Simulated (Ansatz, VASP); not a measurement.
# Two plane-wave programs on BeTe

File POSCAR:

```
BeTe
1.0
    0.0000000000      2.8286228760      2.8286228760
    2.8286228760      0.0000000000      2.8286228760
    2.8286228760      2.8286228760      0.0000000000
Be Te
1 1
Direct
    0.0000000000      0.0000000000      0.0000000000
    0.2500000000      0.2500000000      0.2500000000
```

File INCAR.step1:

```
SYSTEM = BeTe
ALGO = Normal
EDIFF = 1E-4
ENCUT = 520
GGA = PE
ISMEAR = 0
LASPH = .TRUE.
LCHARG = .FALSE.
LREAL = .FALSE.
LWAVE = .TRUE.
NBANDS = 11
NELM = 60
PREC = Accurate
SIGMA = 0.01
```

The input INCAR.step2:

```
SYSTEM = BeTe
ALGO = Normal
EDIFF = 1E-7
ENCUT = 520
ISIF = 2
ISMEAR = 0
ISTART = 1
LASPH = .TRUE.
LCHARG = .TRUE.
LELF = .TRUE.
LMIXTAU = .TRUE.
LREAL = .FALSE.
LVHAR = .TRUE.
LWAVE = .FALSE.
METAGGA = R2SCAN
NBANDS = 11
NELM = 60
PREC = Accurate
SIGMA = 0.01
```

File KPOINTS:

```
k-points
0
G
  8 8 8
  0 0 0
```

Input for Ansatz:

```yaml
crystal:
  lattice:
    - [0.0, 2.828622876, 2.828622876]
    - [2.828622876, 0.0, 2.828622876]
    - [2.828622876, 2.828622876, 0.0]
  atoms:
    - { symbol: Be, position: [0.0, 0.0, 0.0] }
    - { symbol: Te, position: [0.25, 0.25, 0.25] }
kpoints:
  mp_grid: { grid: [8, 8, 8] }
  band_path:
    path:
      - [0.0, 0.0, 0.0]
      - [-0.5, -0.5, 0.0]
      - [-0.375, -0.375, 0.25]
      - [-0.375, 0.0, 0.375]
      - [0.0, 0.0, 0.5]
      - [-0.5, -0.25, 0.25]
      - [0.0, 0.5, 0.5]
    npoints: 1
hamiltonian:
  xc: r2scan
scf:
  occupations: { method: fixed }
  n_extra_bands: 4
output:
  forces: true
  stress: true
  eigenvalues: true
```

Alike in both runs: task single point; functional r2SCAN; k mesh 8 × 8 × 8; no spin polarisation.

|  | VASP | Ansatz |
| --- | --- | --- |
| version | VASP 6.6.1 | Ansatz 0.2.0 |
| potentials or method | VASP PAW PBE potentials, release 64 (Be, Te) | plane waves, PAW |
| plane-wave cutoff (eV) | 520 | 500 |
| occupations | gaussian, width 0.01 eV | fixed |
| valence electrons in the cell | 8 | 18 |

|  | VASP | Ansatz | Ansatz less VASP |
| --- | --- | --- | --- |
| gap on the k mesh at the Fermi level (eV) | 2.37 | 2.38 | +0.007 |
| pressure (GPa) | 0.2 | 0.0 | -0.17 |

VASP's potentials were made for PBE, not for r2SCAN. VASP's potentials hold 8 valence electrons a cell and Ansatz's 18, so a difference there can come from the potentials and not from the codes.

Spin-orbit coupling is off throughout.
